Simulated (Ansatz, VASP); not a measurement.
**One calculation of In3Se, two programs**

The input INCAR:

```
PREC     = Accurate       # precision mode
ENCUT    = 520            # plane-wave cutoff, eV
EDIFF    = 1E-6           # SCF threshold, eV
ISMEAR   = 0              # smearing method
SIGMA    = 0.1            # smearing width, eV
LREAL    = F              # projectors in reciprocal space
LASPH    = T              # aspherical terms in the spheres
NELM     = 100            # most SCF steps
ALGO     = Normal         # electronic algorithm
ISIF     = 2              # what is computed and relaxed
LWAVE    = F              # write WAVECAR
LCHARG   = F              # write CHGCAR
GGA      = PE             # functional
NBANDS   = 30             # bands
```

Contents of KPOINTS:

```
regular mesh
0
Gamma
  10 10 10
```

Contents of POSCAR:

```
In3Se
1.0
    4.8037580000      0.0000000000      0.0000000000
    0.0000000000      4.8037580000      0.0000000000
    0.0000000000      0.0000000000      4.8037580000
In Se
3 1
Direct
    0.0000000000      0.5000000000      0.5000000000
    0.5000000000      0.0000000000      0.5000000000
    0.5000000000      0.5000000000      0.0000000000
    0.0000000000      0.0000000000      0.0000000000
```

Input for Ansatz:

```yaml
crystal:
  lattice:
    - [4.803758, 0.0, 0.0]
    - [0.0, 4.803758, 0.0]
    - [0.0, 0.0, 4.803758]
  atoms:
    - { symbol: In, position: [0.0, 0.5, 0.5] }
    - { symbol: In, position: [0.5, 0.0, 0.5] }
    - { symbol: In, position: [0.5, 0.5, 0.0] }
    - { symbol: Se, position: [0.0, 0.0, 0.0] }
basis:
  ecutwfc: 420
kpoints:
  mp_grid: { grid: [10, 10, 10] }
hamiltonian:
  xc: pbe
scf:
  occupations: { method: gaussian, width: 0.1 }
  mixing: { beta: 0.02 }
  max_iter: 120
  lower_state_search: "off"
  initial_density: { chi_scale: 0, normalization: atom }
output:
  forces: true
  stress: true
  eigenvalues: true
```

Alike in both runs: task single point; functional PBE; k mesh 10 × 10 × 10; occupations gaussian, width 0.1 eV; no spin polarisation.

|  | VASP | Ansatz |
| --- | --- | --- |
| version | VASP 6.6.1 | Ansatz 0.2.0 |
| potentials or method | VASP PAW PBE potentials, release 64 (In_d, Se), cutoff 520 eV | scalar-relativistic, plane waves, PAW |
| valence electrons in the cell | 45 | 55 |

```tsv
	VASP	Ansatz	Ansatz less VASP
gap on the k mesh at the Fermi level (eV)	none	none	-
pressure (GPa)	-0.3	-0.3	+0.02
```

A gap of «none» marks a metal or a gap that the smearing closes. VASP's potentials hold 45 valence electrons a cell and Ansatz's 55, so a difference there can come from the potentials and not from the codes.
